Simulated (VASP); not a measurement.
Here is a VASP 6.6.1 calculation.

INCAR

```
PREC     = Accurate       # precision mode
ENCUT    = 520            # plane-wave cutoff, eV
EDIFF    = 1E-6           # SCF threshold, eV
ISMEAR   = -1             # smearing method
SIGMA    = 0.3            # smearing width, eV
LREAL    = Auto         
LASPH    = True           # aspherical terms in the spheres
NELM     = 100            # most SCF steps
ALGO     = Normal         # electronic algorithm
ISIF     = 2              # what is computed and relaxed
LWAVE    = False          # write WAVECAR
LCHARG   = False          # write CHGCAR
GGA      = PE             # functional
NBANDS   = 86             # bands
```

The input KPOINTS:

```
regular mesh
0
Gamma
  3 3 3
```

File POSCAR:

```
WC
1.0
   -2.9007650000     -5.0242720000      0.0000000000
    4.3511470000     -2.5121360000      0.0000000000
    0.0000000000      0.0000000000      5.6940560000
W C
8 8
Direct
    0.7178438453      0.5140475148      0.0096591955
    0.7149303554      0.5277562335      0.5249333691
    0.4790532395      0.0258370655      0.0525284613
    0.4594977476      0.0184537511      0.5407217632
    0.2141858666      0.5261148073      0.0468031927
    0.2182290852      0.5282587080      0.5204901392
   -0.0120711304      0.0144294108      0.0094133251
   -0.0302410866      0.0674483566      0.5195769062
    0.4904140390      0.6341720654      0.2510863961
    0.4942624678      0.6574448685      0.7856613985
    0.2443429541      0.2026779351      0.2875981550
    0.2475085744      0.2095227327      0.7226834439
   -0.0246893873      0.6863665809      0.2398114806
    0.0143580041      0.7337029054      0.7774247391
    0.7140917649      0.2201746800      0.2733903565
    0.7318975514      0.1468262967      0.8105118741
```

Potentials or basis: VASP PAW PBE potentials, release 64 (W_sv, C).

Run with:

```sh
$ cat potpaw_PBE.64/W_sv/POTCAR potpaw_PBE.64/C/POTCAR > POTCAR
$ mpirun -np 1 vasp_std > vasp.out
```

Estimate the band gap on the k mesh.

zero (band 72 reaches 11.45 eV, above the bottom of band 73 at 11.32 eV).

What does it give for the largest force?

7.517 eV/Å.

Estimate the pressure.

24.2 GPa.

Forces in eV/Å, atoms in the order of the input:
```
W   -2.091 -3.052  2.009
W   -0.717 -2.042 -0.571
W   -1.648  1.100 -3.018
W   -3.667 -3.782 -2.634
W   -3.138 -2.083 -5.811
W    1.519 -2.673  0.382
W    2.569 -1.713  4.186
W   -3.948  2.358 -0.308
C    4.366 -0.134  2.957
C    4.158  1.559 -1.806
C    0.004  2.300 -1.157
C    1.573  2.906  6.752
C    2.185  0.863  3.719
C   -1.736  3.390 -2.313
C   -2.636  0.767  0.954
C    3.206  0.236 -3.340
```

Caveat: the k points lie up to 0.42 Å⁻¹ apart; spin-orbit coupling is left out, which moves the levels of the heavy elements; forces of over 1 eV/Å act on the atoms, so gaps and moduli don't describe the material at rest.
